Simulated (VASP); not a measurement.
# Te2Mo in VASP: relaxation of the atoms with PBE+D3(BJ)

Aim: the relaxation of the atoms of Te2Mo with PBE+D3(BJ).

All numbers are computed with VASP 6.6.1; they aren't measurements. Logs are shortened: lines on timing, memory, paths and dates and some standing lists are left out, and cuts for length are marked.

### 1 The cell of the first run

The cell holds a slab with vacuum, 6 atoms: a = 3.504 Å, b = 3.504 Å, c = 24.768 Å, α = 90.00°, β = 90.00°, γ = 120.00°.

### 2 Relaxation of the atoms, PBE+D3(BJ)

Contents of INCAR:

```
SYSTEM = Te2Mo
PREC = Accurate
ENCUT = 520
EDIFF = 1E-6
ISMEAR = 0
SIGMA = 0.05
LREAL = .False.
LASPH = .True.
NELM = 60
ALGO = Normal
ISIF = 2
LWAVE = .False.
LCHARG = .False.
LDIPOL = .True.
IDIPOL = 3
DIPOL = 0.5 0.5 0.404
GGA = PE
IVDW = 12
IBRION = 2
NSW = 40
EDIFFG = -0.003
```

Contents of KPOINTS:

```
Automatic mesh
0
Gamma
  9 9 1
  0 0 0
```

Contents of POSCAR:

```
Te2Mo
1.0
    3.5038817003      0.0000000000      0.0000000000
   -1.7519408501      3.0344505643      0.0000000000
    0.0000000000      0.0000000000     24.7677199090
Te Mo
4 2
Selective dynamics
Direct
    0.3333333333      0.6666666667      0.1816881011  F F F
    0.3333333333      0.6666666667      0.3284056823  F F T
    0.3333333333      0.6666666667      0.4790453057  F F T
    0.3333333333      0.6666666667      0.6257628868  F F T
    0.6666666667      0.3333333333      0.2550468917  F F T
    0.0000000000      1.0000000000      0.5524040962  F F T
```

Potentials or basis: VASP PAW PBE potentials, release 64 (Te, Mo_sv).

Started as:

```
> cat potpaw_PBE.64/Te/POTCAR potpaw_PBE.64/Mo_sv/POTCAR > POTCAR
> mpirun -np 1 vasp_std > vasp.out
```

OUTCAR:

```text
SYSTEM = Te2Mo
   PREC = Accurate
   ENCUT = 520
   EDIFF = 1E-6
   ISMEAR = 0
   LREAL = .False.
   LASPH = .True.
   NELM = 60
   ISIF = 2
   GGA = PE
   IVDW = 12
   IBRION = 2
   NSW = 40
   EDIFFG = -0.003
 IVDW          = 12

 ion  position               nearest neighbor table
   1  0.333  0.667  0.182-   5 2.72   5 2.72   5 2.72   2 3.63
   2  0.333  0.667  0.328-   5 2.72   5 2.72   5 2.72   1 3.63
   3  0.333  0.667  0.479-   6 2.72   6 2.72   6 2.72   4 3.63
   4  0.333  0.667  0.626-   6 2.72   6 2.72   6 2.72   3 3.63
   5  0.667  0.333  0.255-   1 2.72   2 2.72   1 2.72   2 2.72   1 2.72   2 2.72
   6  0.000  0.000  0.552-   3 2.72   3 2.72   3 2.72   4 2.72   4 2.72   4 2.72

  LATTYP: Found a hexagonal cell.
 ALAT       =     3.5038817003
 C/A-ratio  =     7.0686518631

  Lattice vectors:

 A1 = (   3.5038817003,   0.0000000000,   0.0000000000)
 A2 = (  -1.7519408501,   3.0344505643,   0.0000000000)
 A3 = (   0.0000000000,   0.0000000000,  24.7677199090)

Analysis of symmetry for initial positions (statically):
=====================================================================
 Subroutine PRICEL returns:
 Original cell was already a primitive cell.

 Routine SETGRP: Setting up the symmetry group for a
 hexagonal supercell.

 Subroutine GETGRP returns: Found 12 space group operations
 (whereof  6 operations were pure point group operations)
 out of a pool of 24 trial point group operations.

The static configuration has the point symmetry C_3v.
 The point group associated with its full space group is D_3d.

Analysis of symmetry for dynamics (positions and initial velocities):
=====================================================================
 Subroutine PRICEL returns:
 Original cell was already a primitive cell.

 Routine SETGRP: Setting up the symmetry group for a
 hexagonal supercell.

 Subroutine GETGRP returns: Found 12 space group operations
 (whereof  6 operations were pure point group operations)
 out of a pool of 24 trial point group operations.

The dynamic configuration has the point symmetry C_3v.
 The point group associated with its full space group is D_3d.

Analysis of constrained symmetry for selective dynamics:
=====================================================================
 Subroutine PRICEL returns:
 Original cell was already a primitive cell.

 Routine SETGRP: Setting up the symmetry group for a
 hexagonal supercell.

 Subroutine GETGRP returns: Found  6 space group operations
 (whereof  6 operations were pure point group operations)
 out of a pool of 24 trial point group operations.

The constrained configuration has the point symmetry C_3v.

 Subroutine INISYM returns: Found  6 space group operations
 (whereof  6 operations are pure point group operations),
 and found     1 'primitive' translations

----------------------------------------------------------------------------------------

                                     Primitive cell

  volume of cell :     263.3392

  direct lattice vectors                    reciprocal lattice vectors
     3.503881700  0.000000000  0.000000000     0.285397763  0.164774475  0.000000000
    -1.751940850  3.034450564  0.000000000     0.000000000  0.329548951  0.000000000
     0.000000000  0.000000000 24.767719909     0.000000000  0.000000000  0.040375134

  length of vectors
     3.503881700  3.503881700 24.767719909     0.329548951  0.329548951  0.040375134

  position of ions in fractional coordinates (direct lattice)
     0.333333333  0.666666667  0.181688101
     0.333333333  0.666666667  0.328405682
     0.333333333  0.666666667  0.479045306
     0.333333333  0.666666667  0.625762887
     0.666666667  0.333333333  0.255046892
     0.000000000  0.000000000  0.552404096

  ion indices of the primitive-cell ions
   primitive index   ion index
                 1           1
                 2           2
                 3           3
                 4           4
                 5           5
                 6           6

----------------------------------------------------------------------------------------

 KPOINTS: Automatic mesh

Automatic generation of k-mesh.
 Grid dimensions read from file:
 generate k-points for:    9    9    1

 Generating k-lattice:

  Cartesian coordinates                     Fractional coordinates (reciprocal lattice)
     0.031710863  0.018308275  0.000000000     0.111111111  0.000000000  0.000000000
     0.000000000  0.036616550  0.000000000     0.000000000  0.111111111  0.000000000
     0.000000000  0.000000000  0.040375134     0.000000000  0.000000000  1.000000000

  Length of vectors
     0.036616550  0.036616550  0.040375134

  Shift w.r.t. Gamma in fractional coordinates (k-lattice)
     0.000000000  0.000000000  0.000000000

 Subroutine IBZKPT returns following result:
 ===========================================

 Found     12 irreducible k-points:

 Following reciprocal coordinates:
            Coordinates               Weight
  0.000000  0.000000  0.000000      1.000000
  0.111111  0.000000  0.000000      6.000000
  0.222222 -0.000000  0.000000      6.000000
  0.333333  0.000000  0.000000      6.000000
  0.444444 -0.000000  0.000000      6.000000
  0.111111  0.111111  0.000000      6.000000
  0.222222  0.111111  0.000000     12.000000
  0.333333  0.111111  0.000000     12.000000
  0.444444  0.111111  0.000000      6.000000
  0.222222  0.222222  0.000000      6.000000
  0.333333  0.222222  0.000000     12.000000
  0.333333  0.333333  0.000000      2.000000
   k-points           NKPTS =     12   k-points in BZ     NKDIM =     12   number of bands    NBANDS=     31
   number of dos      NEDOS =    301   number of ions     NIONS =      6
   total plane-waves  NPLWV = 150528
   dimension x,y,z NGX =    28 NGY =   28 NGZ =  192
   dimension x,y,z NGXF=    56 NGYF=   56 NGZF=  384
   ions per type =               4   2
   NGX,Y,Z   is equivalent  to a cutoff of  13.28, 13.28, 12.89 a.u.
   NGXF,Y,Z  is equivalent  to a cutoff of  26.57, 26.57, 25.77 a.u.
 SYSTEM =  Te2Mo
   PREC   = accura    normal or accurate (medium, high low for compatibility)
   ISTART =      0    job   : 0-new  1-cont  2-samecut
   ICHARG =      2    charge: 1-file 2-atom 10-const
   ISPIN  =      1    spin polarized calculation?
   LNONCOLLINEAR =      F non collinear calculations
   LSORBIT =      F    spin-orbit coupling
   LASPH  =      T    aspherical Exc in radial PAW
   ENCUT  =  520.0 eV  38.22 Ry    6.18 a.u.   6.51  6.51 46.05*2*pi/ulx,y,z
   NELM   =     60;   NELMIN=  2; NELMDL= -5     # of ELM steps
   EDIFF  = 0.1E-05   stopping-criterion for ELM
   LREAL  =      F    real-space projection
   EDIFFG = -.3E-02   stopping-criterion for IOM
   NSW    =     40    number of steps for IOM
   IBRION =      2    ionic relax: 0-MD 1-quasi-New 2-CG
   NFREE  =      1    steps in history (QN), initial steepest desc. (CG)
   ISIF   =      2    stress and relaxation
   ISYM   =      2    0-nonsym 1-usesym 2-fastsym
   POTIM  = 0.5000    time-step for ionic-motion
   TEBEG  =    0.0;   TEEND  =   0.0 temperature during run
   PSTRESS=    0.0 pullay stress
   NELECT =      52.0000    total number of electrons
   NUPDOWN=      -1.0000    fix difference up-down
   EMIN   =  10.00;   EMAX   =-10.00  energy-range for DOS
   EFERMI =   0.00;   METHOD = LEGACY
   ISMEAR =     0;   SIGMA  =   0.05  broadening in eV -4-tet -1-fermi 0-gaus
   EFERMI_NEDOS =   21; number of points for ismear=-14 and -15
   IALGO  =     38    algorithm
   IMIX   =      4    mixing-type and parameters
     AMIX     =   0.40;   BMIX     =  1.00
     AMIX_MAG =   1.60;   BMIX_MAG =  1.00
  volume/ion in A,a.u.               =      43.89       296.18
  Fermi-wavevector in a.u.,A,eV,Ry     =   0.953317  1.801508 12.365161  0.908814
  Thomas-Fermi vector in A             =   2.081961
   LORBIT       =      0    0 simple, 1 ext, 2 COOP (PROOUT), +10 PAW based schemes
   GGA     = PE    functional components
   LHFCALC =     F    Hartree Fock is set to
   AEXX    =    0.0000 exact exchange contribution
   IVDW    =    12    specifies the selected vdW correction
   LEPSILON=     F    determine dielectric tensor
   LRPA    =     F    only Hartree local field effects (RPA)
 conjugate gradient relaxation of ions
 non-spin polarized calculation
 Gauss-broadening in eV      SIGMA  =   0.05
  energy-cutoff  :      520.00
  volume of cell :      263.34
 maximum number of plane-waves:      7173
 NGX is ok and might be reduce to    28
   NGX = 13   NGY = 13   NGZ = 93

--------------------------------------- Ionic step        1  -------------------------------------------

 number of electron      51.9999997 magnetization

 Free energy of the ion-electron system (eV)
  ---------------------------------------------------
  ext. energy  EPLUGINS =         0.00000000
  ---------------------------------------------------
  free energy    TOTEN  =       -35.91449972 eV

  energy without entropy =      -35.91449972  energy(sigma->0) =      -35.91449972

------------------------ aborting loop because EDIFF is reached ----------------------------------------

 Edisp (eV)   -2.73655

 E8    (eV) :    -1.2944
[... 117 lines left out ...]
  FREE ENERGIE OF THE ION-ELECTRON SYSTEM (eV)
  ---------------------------------------------------
  free  energy   TOTEN  =       -38.6527727984 eV

  energy  without entropy=      -38.6527727984  energy(sigma->0) =      -38.65277280

 dipolmoment           0.000000      0.000000      0.000049 electrons x Angstroem

[... ionic steps 4 to 25 ...]

--------------------------------------- Ionic step       26  -------------------------------------------

 number of electron      51.9999998 magnetization

------------------------ aborting loop because EDIFF is reached ----------------------------------------
[... 83 lines left out ...]
--------------------------------------- Ionic step       28  -------------------------------------------

 number of electron      51.9999998 magnetization

 dipolmoment           0.000000      0.000000     -0.000049 electrons x Angstroem

 Free energy of the ion-electron system (eV)
  ---------------------------------------------------
  ext. energy  EPLUGINS =         0.00000000
  ---------------------------------------------------
  free energy    TOTEN  =       -35.97153439 eV

  energy without entropy =      -35.97153439  energy(sigma->0) =      -35.97153439

 E-fermi :   2.8076     XC(G=0):  -6.4413

 val. band max:        2.4709551354   @ k =   0.3333   0.3333   0.0000
 cond. band min:       3.6354916728   @ k =   0.2222   0.2222   0.0000
 fundamental gap:      1.1645365374
 Fermi energy:         2.8075795929

 k-point     1 :       0.0000    0.0000    0.0000
  band No.  band energies     occupation
      1     -58.1792      2.00000
      2     -58.1790      2.00000
      3     -32.3572      2.00000
      4     -32.3570      2.00000
      5     -32.2114      2.00000
      6     -32.2114      2.00000
[... 397 lines left out ...]
     30       4.2674      0.00000
     31       4.9404      0.00000

------------------------ aborting loop because EDIFF is reached ----------------------------------------

 vacuum level on the upper side and lower side of the slab       (xc-potential included)        -0.008        -0.008

 Edisp (eV)   -2.69449

 E8    (eV) :    -1.2749

  FORCE on cell =-STRESS in cart. coord.  units (eV):
  Direction    XX          YY          ZZ          XY          YZ          ZX
  --------------------------------------------------------------------------------------
  -------------------------------------------------------------------------------------
  Total      -0.22181    -0.22181    -0.05216    -0.00000    -0.00000    -0.00000
  in kB      -1.34951    -1.34951    -0.31734    -0.00000    -0.00000    -0.00000
  external pressure =       -1.01 kB  Pullay stress =        0.00 kB
[... 21 lines left out ...]
  FREE ENERGIE OF THE ION-ELECTRON SYSTEM (eV)
  ---------------------------------------------------
  free  energy   TOTEN  =       -38.6660289147 eV

  energy  without entropy=      -38.6660289147  energy(sigma->0) =      -38.66602891

 reached required accuracy - stopping structural energy minimisation

 vacuum level on the upper side and lower side of the slab         7.306         7.304
```

It took 56 min on 1 thread of Oxide Virtual Turin-like, shared host; peak memory 0.43 GiB.

What came out:

| Quantity | Value |
| --- | --- |
| Free energy | -38.6660 eV |
| Energy gained by relaxing | 2.5 meV/atom |
| Ionic steps | 28 |
| Band gap on the k mesh | 1.16 eV (least direct gap 1.19 eV) |
| Dispersion energy per atom | -0.449 eV |

The path:
| step | energy change (eV) | largest force on free atoms (eV/Å) | pressure (GPa) |
| --- | --- | --- | --- |
| 1 | 0.0000 | 0.1122 | 0.04 |
| 2 | -0.0011 | 0.0582 | 0.13 |
| 3 | -0.0017 | 0.0802 | 0.25 |
| 4 | -0.0025 | 0.0843 | 0.26 |
| 5 | -0.0026 | 0.0934 | 0.26 |
| 6 | -0.0031 | 0.0632 | 0.26 |
| 7 | -0.0037 | 0.0602 | 0.25 |
| 8 | -0.0031 | 0.1412 | 0.22 |
| 9 | -0.0037 | 0.0808 | 0.24 |
| 10 | -0.0043 | 0.0852 | 0.23 |
| 11 | -0.0057 | 0.1282 | 0.23 |
| 12 | -0.0064 | 0.2133 | 0.22 |
| 13 | -0.0066 | 0.2116 | 0.21 |
| 14 | -0.0071 | 0.2080 | 0.21 |
| 15 | -0.0081 | 0.2003 | 0.19 |
| 16 | -0.0098 | 0.1846 | 0.16 |
| 17 | -0.0123 | 0.1518 | 0.11 |
| 18 | -0.0138 | 0.0860 | 0.01 |
| 19 | -0.0138 | 0.0938 | 0.02 |
| 20 | -0.0143 | 0.0760 | 0.00 |
| 21 | -0.0144 | 0.0665 | -0.02 |
| 22 | -0.0144 | 0.0646 | -0.02 |
| 23 | -0.0147 | 0.0430 | -0.05 |
| 24 | -0.0150 | 0.0178 | -0.11 |
| 25 | -0.0150 | 0.0173 | -0.11 |
| 26 | -0.0150 | 0.0046 | -0.10 |
| 27 | -0.0150 | 0.0046 | -0.10 |
| 28 | -0.0150 | 0.0010 | -0.10 |

Final structure:
```
Te Mo
1.0
     3.50388    0.00000    0.00000
    -1.75194    3.03445    0.00000
     0.00000    0.00000   24.76772
Te Mo
4 2
Direct
  0.33333 0.66667 0.18169
  0.33333 0.66667 0.32843
  0.33333 0.66667 0.48834
  0.33333 0.66667 0.63509
  0.66667 0.33333 0.25504
  0.00000 0.00000 0.56173
```

Levels at points of the mesh, in eV from the valence-band top:
```csv
k point,band 23,band 24,band 25,band 26,band 27,band 28,band 29,band 30
"(0.00, 0.00, 0.00)",-0.82,-0.82,-0.70,-0.27,3.16,3.16,3.23,3.23
```

Caveat: spin-orbit coupling is left out, which moves the levels of the heavy elements.
